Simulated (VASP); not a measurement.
# Y3Sc2S5 (P-4m2) in VASP: single point with PBE

Aim: the single point of Y3Sc2S5 with PBE.

Program: VASP 6.6.1. These are calculated values, not measurements. Logs are shortened: lines on timing, memory, paths and dates and some standing lists are left out, and cuts for length are marked.

### Step 1. The cell of the first run

It takes space group P-4m2 (No. 115, tetragonal). Conventional cell: a = 4.472 Å, b = 4.472 Å, c = 10.759 Å, α = 90.00°, β = 90.00°, γ = 90.00°. Within 3.5 Å of Y (site symmetry 2mm) lie 5 S at 2.54 to 2.63 Å and 4 Sc at 3.43 Å. Y (site symmetry -4m2) has 8 S at 2.67 to 3.16 Å and 4 Sc at 3.49 Å within 3.5 Å. Sc (site symmetry 2mm) has 11 S at 3.39 to 4.13 Å and 7 Y at 3.43 to 4.09 Å and 4 Sc at 4.47 Å within 4.5 Å. S (site symmetry -4m2) has 4 Y at 2.63 Å and 4 S at 3.16 Å and 4 Sc at 3.51 Å within 3.6 Å. S (site symmetry -4m2) has 4 Y at 2.63 Å and 4 S at 3.16 Å and 4 Sc at 3.51 Å within 3.6 Å. Within 3.4 Å of S (site symmetry 2mm) lie 3 Y at 2.54 to 2.67 Å and 2 S at 2.67 Å and 4 Sc at 3.39 Å. S (site symmetry -4m2) has 4 S at 2.67 Å and 4 Y at 3.16 Å and 4 Sc at 3.49 Å within 3.5 Å.

The cell was built from a structure type or drawn by symmetry, and may not be a known phase.

### Step 2. Single point, PBE

The input, INCAR:

```
SYSTEM = Y3Sc2S5
  PREC = Accurate
  ENCUT = 520
  EDIFF = 1E-6
  ISMEAR = 0
  SIGMA = 0.1
  LREAL = .False.
  LASPH = .True.
  NELM = 100
  ALGO = Normal
  ISIF = 2
  LWAVE = .False.
  LCHARG = .False.
  GGA = PE
  NBANDS = 54
```

The input, KPOINTS:

```
regular mesh
0
Gamma
  4 4 2
  0 0 0
```

The input, POSCAR:

```
Y3Sc2S5
1.0
    4.4715897500      0.0000000000      0.0000000000
    0.0000000000      4.4715897500      0.0000000000
    0.0000000000      0.0000000000     10.7594691600
Y Sc S
3 2 5
Direct
    0.0000000000      0.5000000000      0.3713041100
    0.5000000000      0.0000000000      0.6286958900
    0.5000000000      0.5000000000      0.0000000000
    0.0000000000      0.5000000000      0.7513239200
    0.5000000000      0.0000000000      0.2486760800
    0.5000000000      0.5000000000      0.5000000000
    0.0000000000      0.0000000000      0.5000000000
    0.0000000000      0.5000000000      0.1349569100
    0.5000000000      0.0000000000      0.8650430900
    0.0000000000      0.0000000000      0.0000000000
```

Potentials or basis: VASP PAW PBE potentials, release 64 (Y_sv, Sc_sv, S).

The run is started by

```sh
$ cat potpaw_PBE.64/Y_sv/POTCAR potpaw_PBE.64/Sc_sv/POTCAR potpaw_PBE.64/S/POTCAR > POTCAR
$ mpirun -np 1 vasp_std > vasp.out
```

OUTCAR:

```text
SYSTEM = Y3Sc2S5
   PREC = Accurate
   ENCUT = 520
   EDIFF = 1E-6
   ISMEAR = 0
   LREAL = .False.
   LASPH = .True.
   NELM = 100
   ISIF = 2
   GGA = PE

 ion  position               nearest neighbor table
   1  0.000  0.500  0.371-   8 2.54   7 2.63   6 2.63   7 2.63   6 2.63   5 3.43   5 3.43   5 3.43
                             5 3.43   2 4.20   2 4.20   2 4.20   2 4.20
   2  0.500  0.000  0.629-   9 2.54   7 2.63   6 2.63   6 2.63   7 2.63   4 3.43   4 3.43   4 3.43
                             4 3.43   1 4.20   1 4.20   1 4.20   1 4.20
   3  0.500  0.500  0.000-   8 2.67   9 2.67   9 2.67   8 2.67  10 3.16  10 3.16  10 3.16  10 3.16
                             4 3.49   5 3.49   5 3.49   4 3.49
   4  0.000  0.500  0.751-   2 3.43   2 3.43   2 3.43   2 3.43   3 3.49   3 3.49
   5  0.500  0.000  0.249-   1 3.43   1 3.43   1 3.43   1 3.43   3 3.49   3 3.49
   6  0.500  0.500  0.500-   1 2.63   2 2.63   2 2.63   1 2.63
   7  0.000  0.000  0.500-   1 2.63   2 2.63   1 2.63   2 2.63
   8  0.000  0.500  0.135-   1 2.54   3 2.67  10 2.67  10 2.67   3 2.67
   9  0.500  0.000  0.865-   2 2.54   3 2.67  10 2.67   3 2.67  10 2.67
  10  0.000  0.000  0.000-   8 2.67   9 2.67   8 2.67   9 2.67   3 3.16   3 3.16   3 3.16   3 3.16

  LATTYP: Found a simple tetragonal cell.
 ALAT       =     4.4715897500
 C/A-ratio  =     2.4061843240

  Lattice vectors:

 A1 = (   4.4715897500,   0.0000000000,   0.0000000000)
 A2 = (   0.0000000000,   4.4715897500,   0.0000000000)
 A3 = (   0.0000000000,   0.0000000000,  10.7594691600)

Analysis of symmetry for initial positions (statically):
=====================================================================
 Subroutine PRICEL returns:
 Original cell was already a primitive cell.

 Routine SETGRP: Setting up the symmetry group for a
 simple tetragonal supercell.

 Subroutine GETGRP returns: Found  8 space group operations
 (whereof  8 operations were pure point group operations)
 out of a pool of 16 trial point group operations.

The static configuration has the point symmetry D_2d.

Analysis of symmetry for dynamics (positions and initial velocities):
=====================================================================
 Subroutine PRICEL returns:
 Original cell was already a primitive cell.

 Routine SETGRP: Setting up the symmetry group for a
 simple tetragonal supercell.

 Subroutine GETGRP returns: Found  8 space group operations
 (whereof  8 operations were pure point group operations)
 out of a pool of 16 trial point group operations.

The dynamic configuration has the point symmetry D_2d.

 Subroutine INISYM returns: Found  8 space group operations
 (whereof  8 operations are pure point group operations),
 and found     1 'primitive' translations

----------------------------------------------------------------------------------------

                                     Primitive cell

  volume of cell :     215.1368

  direct lattice vectors                    reciprocal lattice vectors
     4.471589750  0.000000000  0.000000000     0.223634111  0.000000000  0.000000000
     0.000000000  4.471589750  0.000000000     0.000000000  0.223634111  0.000000000
     0.000000000  0.000000000 10.759469160     0.000000000  0.000000000  0.092941388

  length of vectors
     4.471589750  4.471589750 10.759469160     0.223634111  0.223634111  0.092941388

  position of ions in fractional coordinates (direct lattice)
     0.000000000  0.500000000  0.371304110
     0.500000000  0.000000000  0.628695890
     0.500000000  0.500000000  0.000000000
     0.000000000  0.500000000  0.751323920
     0.500000000  0.000000000  0.248676080
     0.500000000  0.500000000  0.500000000
     0.000000000  0.000000000  0.500000000
     0.000000000  0.500000000  0.134956910
     0.500000000  0.000000000  0.865043090
     0.000000000  0.000000000  0.000000000

  ion indices of the primitive-cell ions
   primitive index   ion index
                 1           1
                 2           2
                 3           3
                 4           4
                 5           5
                 6           6
                 7           7
                 8           8
                 9           9
                10          10

----------------------------------------------------------------------------------------

 KPOINTS: regular mesh

Automatic generation of k-mesh.
 Grid dimensions read from file:
 generate k-points for:    4    4    2

 Generating k-lattice:

  Cartesian coordinates                     Fractional coordinates (reciprocal lattice)
     0.055908528  0.000000000  0.000000000     0.250000000  0.000000000  0.000000000
     0.000000000  0.055908528  0.000000000     0.000000000  0.250000000  0.000000000
     0.000000000  0.000000000  0.046470694     0.000000000  0.000000000  0.500000000

  Length of vectors
     0.055908528  0.055908528  0.046470694

  Shift w.r.t. Gamma in fractional coordinates (k-lattice)
     0.000000000  0.000000000  0.000000000

 Subroutine IBZKPT returns following result:
 ===========================================

 Found     12 irreducible k-points:

 Following reciprocal coordinates:
            Coordinates               Weight
  0.000000  0.000000  0.000000      1.000000
  0.250000  0.000000  0.000000      4.000000
  0.500000  0.000000  0.000000      2.000000
  0.250000  0.250000  0.000000      4.000000
  0.500000  0.250000  0.000000      4.000000
  0.500000  0.500000  0.000000      1.000000
  0.000000  0.000000  0.500000      1.000000
  0.250000  0.000000  0.500000      4.000000
  0.500000  0.000000  0.500000      2.000000
  0.250000  0.250000  0.500000      4.000000
  0.500000  0.250000  0.500000      4.000000
  0.500000  0.500000  0.500000      1.000000
   k-points           NKPTS =     12   k-points in BZ     NKDIM =     12   number of bands    NBANDS=     54
   number of dos      NEDOS =    301   number of ions     NIONS =     10
   total plane-waves  NPLWV = 103680
   dimension x,y,z NGX =    36 NGY =   36 NGZ =   80
   dimension x,y,z NGXF=    72 NGYF=   72 NGZF=  160
   ions per type =               3   2   5
   NGX,Y,Z   is equivalent  to a cutoff of  13.38, 13.38, 12.36 a.u.
   NGXF,Y,Z  is equivalent  to a cutoff of  26.77, 26.77, 24.72 a.u.
 SYSTEM =  Y3Sc2S5
   PREC   = accura    normal or accurate (medium, high low for compatibility)
   ISTART =      0    job   : 0-new  1-cont  2-samecut
   ICHARG =      2    charge: 1-file 2-atom 10-const
   ISPIN  =      1    spin polarized calculation?
   LNONCOLLINEAR =      F non collinear calculations
   LSORBIT =      F    spin-orbit coupling
   LASPH  =      T    aspherical Exc in radial PAW
   ENCUT  =  520.0 eV  38.22 Ry    6.18 a.u.   8.31  8.31 20.01*2*pi/ulx,y,z
   NELM   =    100;   NELMIN=  2; NELMDL= -5     # of ELM steps
   EDIFF  = 0.1E-05   stopping-criterion for ELM
   LREAL  =      F    real-space projection
   EDIFFG = 0.1E-04   stopping-criterion for IOM
   NSW    =      0    number of steps for IOM
   IBRION =     -1    ionic relax: 0-MD 1-quasi-New 2-CG
   NFREE  =      0    steps in history (QN), initial steepest desc. (CG)
   ISIF   =      2    stress and relaxation
   ISYM   =      2    0-nonsym 1-usesym 2-fastsym
   POTIM  = 0.5000    time-step for ionic-motion
   TEBEG  =    0.0;   TEEND  =   0.0 temperature during run
   PSTRESS=    0.0 pullay stress
   NELECT =      85.0000    total number of electrons
   NUPDOWN=      -1.0000    fix difference up-down
   EMIN   =  10.00;   EMAX   =-10.00  energy-range for DOS
   EFERMI =   0.00;   METHOD = LEGACY
   ISMEAR =     0;   SIGMA  =   0.10  broadening in eV -4-tet -1-fermi 0-gaus
   EFERMI_NEDOS =   21; number of points for ismear=-14 and -15
   IALGO  =     38    algorithm
   IMIX   =      4    mixing-type and parameters
     AMIX     =   0.40;   BMIX     =  1.00
     AMIX_MAG =   1.60;   BMIX_MAG =  1.00
  volume/ion in A,a.u.               =      21.51       145.18
  Fermi-wavevector in a.u.,A,eV,Ry     =   1.201276  2.270083 19.634086  1.443065
  Thomas-Fermi vector in A             =   2.337089
   LORBIT       =      0    0 simple, 1 ext, 2 COOP (PROOUT), +10 PAW based schemes
   GGA     = PE    functional components
   LHFCALC =     F    Hartree Fock is set to
   AEXX    =    0.0000 exact exchange contribution
   IVDW    =     0    specifies the selected vdW correction
   LEPSILON=     F    determine dielectric tensor
   LRPA    =     F    only Hartree local field effects (RPA)
 non-spin polarized calculation
 Gauss-broadening in eV      SIGMA  =   0.10
  energy-cutoff  :      520.00
  volume of cell :      215.14
 maximum number of plane-waves:      5864
 NGX is ok and might be reduce to    36
   NGX = 17   NGY = 17   NGZ = 41

 number of electron      85.0000003 magnetization

 Free energy of the ion-electron system (eV)
  ---------------------------------------------------
  ext. energy  EPLUGINS =         0.00000000
  ---------------------------------------------------
  free energy    TOTEN  =       -59.59441666 eV

  energy without entropy =      -59.53891753  energy(sigma->0) =      -59.56666709

 E-fermi :   5.7225     XC(G=0): -10.1613

 val. band max:        5.7144482669   @ k =   0.5000   0.2500   0.5000
 cond. band min:       5.7290830771   @ k =   0.5000   0.2500   0.0000
 fundamental gap:      0.0146348102
 Fermi energy:         5.7225240874

 k-point     1 :       0.0000    0.0000    0.0000
  band No.  band energies     occupation
      1     -45.1395      2.00000
      2     -45.1395      2.00000
      3     -37.2512      2.00000
      4     -36.6970      2.00000
      5     -36.6876      2.00000
      6     -23.8146      2.00000
[... 46 lines left out ...]
     53       7.1765      0.00000
     54       7.5255      0.00000
[... 625 lines left out ...]
     53       6.9079      0.00000
     54       6.9081      0.00000

------------------------ aborting loop because EDIFF is reached ----------------------------------------

  FORCE on cell =-STRESS in cart. coord.  units (eV):
  Direction    XX          YY          ZZ          XY          YZ          ZX
  --------------------------------------------------------------------------------------
  -------------------------------------------------------------------------------------
  Total        7.2041502      7.2041502      9.3441474      0.0000000      0.0000000      0.0000000
  in kB       53.6510954     53.6510954     69.5881859      0.0000000      0.0000000      0.0000000
  external PRESSURE =      58.9634589 kB  Pullay stress =       0.0000000 kB

 VOLUME and BASIS-vectors are now :
 -----------------------------------------------------------------------------
  energy-cutoff  :      520.00
  volume of cell :      215.14
      direct lattice vectors                 reciprocal lattice vectors
     4.471589750  0.000000000  0.000000000     0.223634111  0.000000000  0.000000000
     0.000000000  4.471589750  0.000000000     0.000000000  0.223634111  0.000000000
     0.000000000  0.000000000 10.759469160     0.000000000  0.000000000  0.092941388

 POSITION                                       TOTAL-FORCE (eV/Angst)
 -----------------------------------------------------------------------------------
      0.00000      2.23579      3.99504        -0.000000     -0.000000      0.453483
      2.23579      0.00000      6.76443        -0.000000     -0.000000     -0.453483
      2.23579      2.23579      0.00000        -0.000000     -0.000000      0.000000
      0.00000      2.23579      8.08385        -0.000000     -0.000000      0.719207
      2.23579      0.00000      2.67562         0.000000     -0.000000     -0.719207
      2.23579      2.23579      5.37973        -0.000000      0.000000      0.000000
      0.00000      0.00000      5.37973        -0.000000     -0.000000      0.000000
      0.00000      2.23579      1.45206        -0.000000     -0.000000      2.261938
      2.23579      0.00000      9.30740        -0.000000      0.000000     -2.261938
      0.00000      0.00000      0.00000        -0.000000     -0.000000      0.000000
 -----------------------------------------------------------------------------------
    total drift:                                0.000000      0.000000     -0.000000

  FREE ENERGIE OF THE ION-ELECTRON SYSTEM (eV)
  ---------------------------------------------------
  free  energy   TOTEN  =       -59.5944166567 eV

  energy  without entropy=      -59.5389175250  energy(sigma->0) =      -59.56666709
```

Wall time 5.8 min (1 thread of Intel Xeon 8259CL, shared host); peak memory 0.39 GiB.

What came out:

- Free energy: -59.5944 eV
- Pressure: 5.9 GPa
- Largest force: 2.262 eV/Å
- Band gap on the k mesh: zero (an odd number of electrons rules out a gap without spin polarisation)

Forces on the atoms (eV/Å):
```
Y    0.000  0.000  0.453
Y    0.000  0.000 -0.453
Y    0.000  0.000  0.000
Sc   0.000  0.000  0.719
Sc   0.000  0.000 -0.719
S    0.000  0.000  0.000
S    0.000  0.000  0.000
S    0.000  0.000  2.262
S    0.000  0.000 -2.262
S    0.000  0.000  0.000
```

Levels at points of the mesh, in eV from the Fermi level:
```
           k point  band 39  band 40  band 41  band 42  band 43  band 44  band 45  band 46  band 47  band 48
(0.00, 0.00, 0.00)    -1.63    -0.83    -0.83    -0.66    -0.20    -0.04     0.13     0.22     0.53     0.64
(0.50, 0.00, 0.00)    -1.60    -1.30    -0.31     0.10     0.18     0.21     0.32     0.55     0.61     0.64
(0.50, 0.50, 0.00)    -1.98    -0.39    -0.39    -0.23    -0.11     0.13     0.56     0.61     0.61     0.79
(0.00, 0.00, 0.50)    -1.15    -0.74    -0.74    -0.67    -0.47    -0.11     0.06     0.40     0.59     0.59
(0.50, 0.00, 0.50)    -1.57    -1.39    -0.16     0.04     0.13     0.27     0.36     0.39     0.61     0.78
(0.50, 0.50, 0.50)    -1.98    -0.49    -0.12    -0.12     0.08     0.34     0.44     0.44     0.59     0.75
```

Caveat: the cell stands under pressure; forces of over 1 eV/Å act on the atoms, so gaps and moduli don't describe the material at rest.
